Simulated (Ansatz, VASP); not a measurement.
**Two plane-wave programs on Te**

```xyz
1
Lattice="2.4343 1.4054 1.5173 -2.4343 1.4054 1.5173 0.0000 -2.8109 1.5173" Properties=species:S:1:pos:R:3 pbc="T T T"
Te    0.0000    0.0000    2.2760
```

Alike in both runs: task single point; functional r2SCAN; k mesh 18 × 18 × 18; occupations gaussian, width 0.15 eV; no spin polarisation.

```csv
,VASP,Ansatz
version,VASP 6.6.1,Ansatz 0.2.0
potentials or method,"VASP PAW PBE potentials, release 64 (Te), cutoff 520 eV","scalar-relativistic, plane waves, PAW"
valence electrons in the cell,6,16
```

```csv
,VASP,Ansatz,Ansatz less VASP
gap on the k mesh at the Fermi level (eV),none,none,-
pressure (GPa),-0.2,-0.2,+0.05
"traceless stress, the component that is largest in VASP (GPa)",1.37,1.36,-0.006
```

VASP's potentials were made for PBE, not for r2SCAN. A gap of «none» marks a metal or a gap that the smearing closes. With one functional, cell and mesh, what is left measures potentials, basis and numerics. VASP's potentials hold 6 valence electrons a cell and Ansatz's 16, so a difference there can come from the potentials and not from the codes.

Neither program's run includes spin-orbit coupling.
